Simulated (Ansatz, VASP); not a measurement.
Rb2CdSe2O6 in VASP and in Ansatz

```
Cd Rb Se O
1.0
     5.74685    0.00000    0.00000
    -2.87342    4.97692    0.00000
    -2.87342    1.65897    6.55223
Cd Rb Se O
1 2 2 6
Direct
  0.00000 0.00000 0.00000
  0.80380 0.19620 0.41130
  0.19620 0.80380 0.58870
  0.62695 0.37305 0.88075
  0.37305 0.62695 0.11925
  0.74441 0.25559 0.77203
  0.74441 0.71679 0.77203
  0.28321 0.25559 0.77203
  0.25559 0.74441 0.22797
  0.71679 0.74441 0.22797
  0.25559 0.28321 0.22797
```

Alike in both runs: task single point; functional PBE; k mesh 5 × 5 × 5; no spin polarisation.

|  | VASP | Ansatz |
| --- | --- | --- |
| version | VASP 6.6.1 | Ansatz 0.2.0 |
| potentials or method | VASP PAW PBE potentials, release 64 (Cd, Rb_sv, Se, O), cutoff 520 eV | PAW plane waves |
| occupations | fermi-dirac, width 0.1 eV | fermi-dirac |
| valence electrons in the cell | 78 | 106 |

```csv
,VASP,Ansatz,Ansatz less VASP
gap on the k mesh at the Fermi level (eV),3.86,3.88,+0.022
pressure (GPa),6.2,5.4,-0.81
"traceless stress, the component that is largest in VASP (GPa)",-1.66,-1.36,+0.294
rms of the force components (eV/Å),0.677,0.557,-0.1203
```

Atom by atom the forces differ by 0.121 eV/Å (rms over components). VASP's potentials hold 78 valence electrons a cell and Ansatz's 106, so a difference there can come from the potentials and not from the codes. Ansatz's warnings: structure snapped to symmetry.
